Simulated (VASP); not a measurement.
# LiTaO2 (Cmmm) in VASP: further runs, part 2 of 2

VASP 6.6.1. The steps go on from the part before.

## 5. Relaxation of cell and atoms, PBE

This run uses another cell than the first one, of 13.06 Å³/atom, 0.532 times its volume.

Input file INCAR:

```
SYSTEM = LiTaO2
  PREC = Accurate
  ENCUT = 600
  EDIFF = 1E-7
  ISMEAR = 0
  SIGMA = 0.1
  LREAL = .FALSE.
  LASPH = .TRUE.
  NELM = 60
  ALGO = Normal
  ISIF = 3
  LWAVE = .FALSE.
  LCHARG = .FALSE.
  GGA = PE
  IBRION = 2
  NSW = 90
  EDIFFG = -0.04
```

Input file KPOINTS:

```
Automatic mesh
0
G
  6 6 6
  0 0 0
```

Input file POSCAR:

```
LiTaO2
1.0
    1.9660896400     -3.7071260000      0.0000000000
    1.9660896400      3.7071260000      0.0000000000
    0.0000000000      0.0000000000      3.5847005100
Li Ta O
1 1 2
Direct
    0.0000000000      0.0000000000      0.0000000000
    0.5000000000      0.5000000000      0.0000000000
    0.7947657500      0.2052342500      0.0000000000
    0.2052342500      0.7947657500      0.0000000000
```

Potentials or basis: VASP PAW PBE potentials, release 64 (Li_sv, Ta_pv, O).

The run is started by

```
$ cat potpaw_PBE.64/Li_sv/POTCAR potpaw_PBE.64/Ta_pv/POTCAR potpaw_PBE.64/O/POTCAR > POTCAR
$ mpirun -np 1 vasp_std > vasp.out
```

OUTCAR:

```text
SYSTEM = LiTaO2
   PREC = Accurate
   ENCUT = 600
   EDIFF = 1E-7
   ISMEAR = 0
   LREAL = .FALSE.
   LASPH = .TRUE.
   NELM = 60
   ISIF = 3
   GGA = PE
   IBRION = 2
   NSW = 90
   EDIFFG = -0.04

 ion  position               nearest neighbor table
   1  0.000  0.000  0.000-   3 1.52   4 1.52   2 1.97   2 1.97
   2  0.500  0.500  0.000-   1 1.97   1 1.97   4 2.19   3 2.19   4 2.49   4 2.49   3 2.49   3 2.49

   3  0.795  0.205  0.000-   1 1.52   2 2.19   2 2.49   2 2.49
   4  0.205  0.795  0.000-   1 1.52   2 2.19   2 2.49   2 2.49

  LATTYP: Found a base centered orthorhombic cell.
 ALAT       =     3.9321792800
 B/A-ratio  =     1.8855325437
 C/A-ratio  =     0.9116320124

  Lattice vectors:

 A1 = (   1.9660896400,  -3.7071260000,   0.0000000000)
 A2 = (   1.9660896400,   3.7071260000,   0.0000000000)
[... 779 lines left out ...]
  free  energy   TOTEN  =       -24.5020489966 eV

  energy  without entropy=      -24.4963716172  energy(sigma->0) =      -24.49921031

[... ionic steps 4 to 16 ...]

--------------------------------------- Ionic step       17  -------------------------------------------

 number of electron      25.9999999 magnetization

------------------------ aborting loop because EDIFF is reached ----------------------------------------
[... 71 lines left out ...]
--------------------------------------- Ionic step       19  -------------------------------------------

 number of electron      25.9999999 magnetization

 Free energy of the ion-electron system (eV)
  ---------------------------------------------------
  ext. energy  EPLUGINS =         0.00000000
  ---------------------------------------------------
  free energy    TOTEN  =       -27.04108390 eV

  energy without entropy =      -27.03660665  energy(sigma->0) =      -27.03884528

 E-fermi :   1.5069     XC(G=0):  -9.5565

 val. band max:        1.4557276262   @ k =   0.0000   0.0000   0.3333
 cond. band min:       1.5689575868   @ k =   0.5000   0.1667   0.0000
 fundamental gap:      0.1132299606
 Fermi energy:         1.5068565975

 k-point     1 :       0.0000    0.0000    0.0000
  band No.  band energies     occupation
      1     -42.9218      2.00000
      2     -33.4830      2.00000
      3     -33.1881      2.00000
      4     -32.7147      2.00000
      5     -16.2061      2.00000
      6     -14.6874      2.00000
[... 502 lines left out ...]
  FREE ENERGIE OF THE ION-ELECTRON SYSTEM (eV)
  ---------------------------------------------------
  free  energy   TOTEN  =       -27.0410839034 eV

  energy  without entropy=      -27.0366066501  energy(sigma->0) =      -27.03884528

 reached required accuracy - stopping structural energy minimisation
```

OSZICAR:

```text
N       E                     dE             d eps       ncg     rms          rms(c)
DAV:   1     0.225923917390E+03    0.22592E+03   -0.15327E+04  1768   0.170E+03
DAV:   2    -0.161898665105E+02   -0.24211E+03   -0.23898E+03  2362   0.403E+02
DAV:   3    -0.283510875572E+02   -0.12161E+02   -0.12087E+02  2214   0.893E+01
[... 196 lines left out ...]
DAV:   2    -0.270411207982E+02    0.81231E-04   -0.43549E-04  2207   0.133E-01    0.418E-02
DAV:   3    -0.270410962370E+02    0.24561E-04   -0.11625E-04  2183   0.617E-02    0.209E-02
DAV:   4    -0.270410842792E+02    0.11958E-04   -0.39167E-05  2132   0.350E-02    0.524E-03
DAV:   5    -0.270410839901E+02    0.28910E-06   -0.20535E-06  1994   0.105E-02    0.197E-03
DAV:   6    -0.270410839034E+02    0.86667E-07   -0.82955E-08   975   0.236E-03
  19 F= -.27041084E+02 E0= -.27038845E+02  d E =-.158745E-03
```

CONTCAR:

```text
LiTaO2
   1.00000000000000
     2.7909019546311971   -3.5654389703790437    0.0000000000000000
     2.7909019546311971    3.5654389703790437    0.0000000000000000
     0.0000000000000000    0.0000000000000000    2.9603771027006154
  Li              Ta              O
     1     1     2
Direct
     0.0000000000000000    0.0000000000000000    0.0000000000000000
     0.5000000000000000    0.5000000000000000    0.0000000000000000
     0.7610393835413825    0.2389606164586175    0.0000000000000000
     0.2389606164586174    0.7610393835413825    0.0000000000000000

  0.00000000E+00  0.00000000E+00  0.00000000E+00
  0.00000000E+00  0.00000000E+00  0.00000000E+00
  0.00000000E+00  0.00000000E+00  0.00000000E+00
  0.00000000E+00  0.00000000E+00  0.00000000E+00
```

Wall time 11 min (1 thread of Intel Xeon 6975P-C, shared host); peak memory 0.25 GiB.

Results:

| Property | Result |
| --- | --- |
| Free energy | -27.0411 eV |
| Relaxed volume | 14.73 Å³/atom |
| Relaxed cell | a = 4.528 Å, b = 4.528 Å, c = 2.960 Å, α = 90.00°, β = 90.00°, γ = 103.89° |
| Space group after relaxing (to 0.05 Å) | Cmmm (No. 65) |
| Energy gained by relaxing | 1295.7 meV/atom |
| Ionic steps | 19 |
| Pressure after relaxing | 0.0 GPa |
| Largest force after relaxing | 0.011 eV/Å |
| Band gap on the k mesh | zero (band 13 reaches 1.46 eV, above the bottom of band 14 at 1.43 eV) |

Forces in eV/Å, atoms in the order of the input:
```
Li   0.000  0.000  0.000
Ta   0.000  0.000  0.000
O    0.000 -0.011  0.000
O    0.000  0.011  0.000
```

The path:
```csv
step,energy change (eV),largest force (eV/Å),pressure (GPa),volume (Å³)
1,0.0000,0.2506,8.86,52.25
2,-2.6355,8.5007,13.65,55.99
3,-2.6436,8.3272,13.06,55.94
4,-4.4554,2.9277,6.15,60.69
5,-4.6220,0.7109,6.44,62.32
6,-4.9534,2.2104,-7.36,63.81
7,-4.9627,2.0274,-5.56,63.59
8,-5.0906,0.8142,-3.18,62.40
9,-5.1317,0.3439,-0.40,61.28
10,-5.1514,0.1332,-1.40,60.92
11,-5.1597,0.0800,-2.40,60.53
12,-5.1727,0.0974,-1.30,59.93
13,-5.1787,0.3111,0.07,59.23
14,-5.1788,0.3296,0.19,59.17
15,-5.1809,0.1938,-0.04,59.11
16,-5.1820,0.0139,-0.39,59.02
17,-5.1825,0.0326,0.14,58.89
18,-5.1825,0.0254,0.05,58.91
19,-5.1827,0.0109,0.03,58.92
```

Final structure:
```yaml
crystal:
  lattice:
    - [2.79090, -3.56544, 0.00000]
    - [2.79090, 3.56544, 0.00000]
    - [0.00000, 0.00000, 2.96038]
  atoms:
    - { symbol: Li, position: [0.00000, 0.00000, 0.00000] }
    - { symbol: Ta, position: [0.50000, 0.50000, 0.00000] }
    - { symbol: O, position: [0.76104, 0.23896, 0.00000] }
    - { symbol: O, position: [0.23896, 0.76104, 0.00000] }
```

Levels at points of the mesh, in eV from the Fermi level:
```csv
k point,band 9,band 10,band 11,band 12,band 13,band 14,band 15,band 16,band 17
"(0.00, 0.00, 0.00)",-2.77,-2.49,-1.60,-1.05,-0.74,0.09,2.99,3.06,4.47
"(0.50, 0.00, 0.00)",-2.51,-2.37,-2.01,-1.83,-0.81,-0.08,2.93,3.66,5.24
"(0.50, 0.50, 0.00)",-2.65,-2.09,-1.93,-1.73,-0.73,0.15,2.91,2.91,5.39
"(0.00, 0.00, 0.50)",-3.68,-3.63,-2.17,-0.57,-0.51,1.16,2.83,4.48,4.74
"(0.50, 0.00, 0.50)",-3.10,-2.85,-1.76,-1.60,-0.82,0.76,2.74,4.30,4.49
"(0.50, 0.50, 0.50)",-3.09,-2.59,-1.87,-1.48,-0.88,1.10,2.97,3.33,3.44
```

Caveat: the cutoff is under 1.25 times the usual one of these potentials, so pressure, stress and relaxed cells hold a basis-set (Pulay) error; spin-orbit coupling is left out, which moves the levels of the heavy elements.

## 6. Single point, PBE, collinear spin, ferromagnetic start

This run uses another cell than the first one, of 21.47 Å³/atom, 0.875 times its volume.

Input file INCAR:

```
  ALGO = Normal
  EDIFF = 1E-6
  ENCUT = 520
  GGA = PE
  ISIF = 2
  ISMEAR = 0
  ISPIN = 2
  LASPH = T
  LCHARG = F
  LMAXMIX = 4
  LORBIT = 11
  LREAL = F
  LWAVE = F
  MAGMOM = 0 1 0 0
  NBANDS = 25
  NELM = 150
  PREC = Accurate
  SIGMA = 0.1
```

Input file KPOINTS:

```
k-points
0
Gamma
  4 4 6
```

Input file POSCAR:

```
LiTaO2
1.0
    3.6111727493     -3.9521637828      0.0000000000
    3.6111727493      3.9521637828      0.0000000000
    0.0000000000      0.0000000000      3.0087994235
Li Ta O
1 1 2
Direct
    0.0000000000      0.0000000000      0.0000000000
    0.5000000000      0.5000000000      0.0000000000
    0.7561586486      0.7561586486      0.0000000000
    0.2438413514      0.2438413514      0.0000000000
```

Potentials or basis: VASP PAW PBE potentials, release 64 (Li_sv, Ta_pv, O).

The run is started by

```
$ cat potpaw_PBE.64/Li_sv/POTCAR potpaw_PBE.64/Ta_pv/POTCAR potpaw_PBE.64/O/POTCAR > POTCAR
$ mpirun -np 1 vasp_std > vasp.out
```

Run time: 1.8 min. Hardware: 1 thread of Intel Xeon 6975P-C, shared host; peak memory 0.27 GiB.

It converged, with:

| Item | Value |
| --- | --- |
| Free energy | -27.9107 eV |
| Largest force | 0.118 eV/Å |
| Net moment | 0.67 μB per cell |
| Site moments | Li -0.00; Ta +0.43; O -0.02 μB |
| Valence electrons inside the program's atomic spheres | Li 2.11; Ta 8.84; O 5.02 |

Forces on the atoms (eV/Å):
```
Li   0.000  0.000  0.000
Ta   0.000  0.000  0.000
O    0.118  0.000  0.000
O   -0.118  0.000  0.000
```

Levels at points of the mesh, in eV from the Fermi level:
Spin up:
```csv
k point,band 9,band 10,band 11,band 12,band 13,band 14,band 15,band 16,band 17,band 18
"(0.00, 0.00, 0.00)",-3.10,-1.89,-1.84,-1.75,-0.75,-0.52,2.45,2.73,3.88,5.19
"(0.50, 0.00, 0.00)",-2.96,-2.17,-1.80,-1.69,-0.67,-0.34,2.44,2.73,3.47,5.13
"(0.50, 0.50, 0.00)",-2.99,-2.76,-1.85,-1.78,-0.72,-0.22,2.43,3.20,3.57,5.20
"(0.00, 0.00, 0.50)",-3.03,-2.93,-1.63,-1.48,-0.89,0.54,3.17,4.14,4.20,6.20
"(0.50, 0.00, 0.50)",-2.94,-2.64,-1.61,-1.29,-0.96,0.63,2.73,3.95,4.09,6.68
"(0.50, 0.50, 0.50)",-2.73,-2.68,-1.97,-1.60,-1.04,0.72,3.23,3.73,3.99,6.73
```
Spin down:
| k point | band 10 | band 11 | band 12 | band 13 | band 14 | band 15 | band 16 | band 17 |
| --- | --- | --- | --- | --- | --- | --- | --- | --- |
| (0.00, 0.00, 0.00) | -1.90 | -1.87 | -1.75 | -0.79 | 0.19 | 3.13 | 3.35 | 4.13 |
| (0.50, 0.00, 0.00) | -2.16 | -1.80 | -1.71 | -0.72 | 0.43 | 3.12 | 3.17 | 3.73 |
| (0.50, 0.50, 0.00) | -2.61 | -1.86 | -1.77 | -0.77 | 0.61 | 3.11 | 3.68 | 3.82 |
| (0.00, 0.00, 0.50) | -2.94 | -1.64 | -1.51 | -0.22 | 1.41 | 3.31 | 4.46 | 4.54 |
| (0.50, 0.00, 0.50) | -2.65 | -1.63 | -1.30 | -0.30 | 1.52 | 2.86 | 4.21 | 4.51 |
| (0.50, 0.50, 0.50) | -2.62 | -1.98 | -1.62 | -0.38 | 1.65 | 3.37 | 4.10 | 4.25 |

Caveat: the cutoff is under 1.25 times the usual one of these potentials, so pressure, stress and relaxed cells hold a basis-set (Pulay) error; spin-orbit coupling is left out, which moves the levels of the heavy elements.

## 7. Overview

| task | spin | cell | k mesh | cutoff (eV) | gap on the mesh (eV) | largest force (eV/Å) |
| --- | --- | --- | --- | --- | --- | --- |
| single point | off | a = 5.736, b = 5.736, c = 3.049 Å, angles 90.0, 90.0, 101.8°, 4 atoms | 10 × 10 × 16 | 520 | none | 0.15 |
| single point | off | a = 4.196, b = 4.196, c = 3.585 Å, angles 90.0, 90.0, 124.1°, 4 atoms | 6 × 6 × 6 | 520 | none | 0.26 |
| single point | off | a = 5.354, b = 5.354, c = 3.009 Å, angles 90.0, 90.0, 84.8°, 4 atoms | 6 × 6 × 6 | 520 | none | 0.14 |
| relaxation of cell and atoms | off | relaxed from a = 4.196, b = 4.196, c = 3.585 Å, angles 90.0, 90.0, 124.1°, 4 atoms | 6 × 6 × 6 | 600 | none | 0.01 |
| single point | collinear, ferromagnetic start | a = 5.354, b = 5.354, c = 3.009 Å, angles 90.0, 90.0, 95.2°, 4 atoms | 4 × 4 × 6 | 520 | none | 0.12 |

Alike in all rows: level PBE; potentials or basis VASP PAW PBE potentials, release 64 (Li_sv, Ta_pv, O); smearing gaussian 0.1 eV.

Caveats: the cutoff is under 1.25 times the usual one of these potentials, so pressure, stress and relaxed cells hold a basis-set (Pulay) error; spin-orbit coupling is left out, which moves the levels of the heavy elements.

Absolute energies hang on the potentials; compare differences alone.
